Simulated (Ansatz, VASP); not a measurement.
## InSe: VASP beside Ansatz

File INCAR:

```
PREC = Accurate
ENCUT = 520
EDIFF = 1E-7
ISMEAR = 0
SIGMA = 0.05
LREAL = F
LASPH = T
NELM = 100
ALGO = Normal
ISIF = 2
LWAVE = F
LCHARG = T
GGA = PS
LELF = T
LVHAR = T
NBANDS = 27
```

File KPOINTS:

```
Automatic mesh
0
Gamma
  8 8 6
```

The input POSCAR:

```
InSe
1.0
    6.5358556671     -2.0552742521     -0.0052948673
    6.5358556671      2.0552742521     -0.0052948673
   -1.7856945563      0.0000000000      4.2720903652
In Se
2 2
Direct
    0.8858026589      0.8858026589      0.0290539339
    0.1141973411      0.1141973411      0.9709460661
    0.6547212217      0.6547212217      0.6374867706
    0.3452787783      0.3452787783      0.3625132294
```

Input for Ansatz:

```yaml
crystal:
  lattice:
    - [6.5358556671, -2.0552742521, -0.0052948673]
    - [6.5358556671, 2.0552742521, -0.0052948673]
    - [-1.7856945563, 0.0, 4.2720903652]
  atoms:
    - { symbol: In, position: [0.8858026589, 0.8858026589, 0.0290539339] }
    - { symbol: In, position: [0.1141973411, 0.1141973411, 0.9709460661] }
    - { symbol: Se, position: [0.6547212217, 0.6547212217, 0.6374867706] }
    - { symbol: Se, position: [0.3452787783, 0.3452787783, 0.3625132294] }
basis:
  ecutwfc: 420
kpoints:
  mp_grid: { grid: [8, 8, 6] }
hamiltonian:
  xc: pbesol
scf:
  occupations: { method: gaussian, width: 0.05 }
output:
  forces: true
  stress: true
  eigenvalues: true
```

Change from the starting cell: strain +0.1125 x Voigt [1, 0, 0, 0, 0, 0], atoms carried along.

Alike in both runs: task single point; functional PBEsol; k mesh 8 × 8 × 6; occupations gaussian, width 0.05 eV; no spin polarisation.

|  | VASP | Ansatz |
| --- | --- | --- |
| version | VASP 6.6.1 | Ansatz 0.2.0 |
| potentials or method | VASP PAW PBE potentials, release 64 (In_d, Se), cutoff 520 eV | scalar-relativistic, plane waves, PAW |
| valence electrons in the cell | 38 | 58 |

|  | VASP | Ansatz | Ansatz less VASP |
| --- | --- | --- | --- |
| gap on the k mesh at the Fermi level (eV) | none | none | - |
| pressure (GPa) | -4.9 | -4.9 | -0.03 |
| traceless stress, the component that is largest in VASP (GPa) | -4.53 | -4.52 | +0.004 |
| rms of the force components (eV/Å) | 0.127 | 0.130 | +0.0024 |

VASP's potentials were made for PBE, not for PBEsol. Atom by atom the forces differ by 0.006 eV/Å (rms over components). A gap of «none» marks a metal or a gap that the smearing closes. With one functional, cell and mesh, what is left measures potentials, basis and numerics. VASP's potentials hold 38 valence electrons a cell and Ansatz's 58, so a difference there can come from the potentials and not from the codes.
